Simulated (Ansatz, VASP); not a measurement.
# One calculation of LiCl, two programs

INCAR

```
SYSTEM = LiCl
PREC     = Accurate       ! precision mode
ENCUT    = 520            ! plane-wave cutoff, eV
EDIFF    = 1E-7           ! SCF threshold, eV
ISMEAR   = 0              ! smearing method
SIGMA    = 0.01           ! smearing width, eV
LREAL    = .FALSE.        ! projectors in reciprocal space
LASPH    = .TRUE.         ! aspherical terms in the spheres
NELM     = 80             ! most SCF steps
ALGO     = Normal         ! electronic algorithm
ISIF     = 2              ! what is computed and relaxed
LWAVE    = .FALSE.        ! write WAVECAR
LCHARG   = .FALSE.        ! write CHGCAR
GGA      = PE             ! functional
NBANDS   = 18             ! bands
```

File KPOINTS:

```
Automatic mesh
0
G
  6 6 4
  0 0 0
```

Contents of POSCAR:

```
LiCl
1.0
    4.0023726993      0.0000000000      0.0000000000
   -2.0011863497      3.4661564330      0.0000000000
    0.0000000000      0.0000000000      6.4127422564
Li Cl
2 2
Direct
    0.6666666667      0.3333333333      0.8777889922
    0.3333333333      0.6666666667      0.3777889922
    0.6666666667      0.3333333333      0.4972120078
    0.3333333333      0.6666666667      0.9972120078
```

Input for Ansatz:

```yaml
crystal:
  lattice:
    - [4.0023726993, 0.0, 0.0]
    - [-2.0011863497, 3.466156433, 0.0]
    - [0.0, 0.0, 6.4127422564]
  atoms:
    - { symbol: Li, position: [0.6666666667, 0.3333333333, 0.8777889922] }
    - { symbol: Li, position: [0.3333333333, 0.6666666667, 0.3777889922] }
    - { symbol: Cl, position: [0.6666666667, 0.3333333333, 0.4972120078] }
    - { symbol: Cl, position: [0.3333333333, 0.6666666667, 0.9972120078] }
kpoints:
  mp_grid: { grid: [6, 6, 4] }
hamiltonian:
  xc: pbe
scf:
  occupations: { method: fixed }
  n_extra_bands: 5
output:
  forces: true
  stress: true
  eigenvalues: true
```

Alike in both runs: task single point; functional PBE; k mesh 6 × 6 × 4; no spin polarisation.

|  | VASP | Ansatz |
| --- | --- | --- |
| version | VASP 6.6.1 | Ansatz 0.2.0 |
| potentials or method | VASP PAW PBE potentials, release 64 (Li_sv, Cl) | plane waves, PAW |
| plane-wave cutoff (eV) | 520 | 420 |
| occupations | gaussian, width 0.01 eV | fixed |
| valence electrons in the cell | 20 | 20 |

|  | VASP | Ansatz | Ansatz less VASP |
| --- | --- | --- | --- |
| gap on the k mesh at the Fermi level (eV) | 5.75 | 5.75 | -0.006 |

Noted on VASP's run: the cutoff is short for stress, so the pressure is rough.
